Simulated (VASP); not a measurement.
A run of VASP 6.6.1:

Contents of INCAR:

```
SYSTEM = Pb
PREC = Accurate ; ENCUT = 520
EDIFF = 1E-6 ; ISMEAR = 0
SIGMA = 0.15 ; LREAL = .FALSE.
LASPH = .TRUE. ; NELM = 60
ALGO = Fast ; ISIF = 2
LWAVE = .FALSE. ; LCHARG = .FALSE.
NBANDS = 13
```

KPOINTS

```
Automatic mesh
0
G
  9 9 9
  0 0 0
```

POSCAR

```
Pb
1.0
    0.0000000000      2.4584086270      2.4584086270
    2.4584086270      0.0000000000      2.4584086270
    2.4584086270      2.4584086270      0.0000000000
Pb
1
Direct
    0.0000000000      0.0000000000      0.0000000000
```

Potentials or basis: VASP PAW LDA potentials, release 64 (Pb_d).

Command:

```sh
$ cat potpaw_LDA.64/Pb_d/POTCAR > POTCAR
$ mpirun -np 1 vasp_std > vasp.out
```

Hardware: 1 thread of Intel Xeon 8259CL (shared host).

Q: Estimate the wall time of this run.

A: It took 21 s on 1 thread of Intel Xeon 8259CL (shared host), peak memory 0.14 GiB. Counts: scf iterations 13, k points 35.
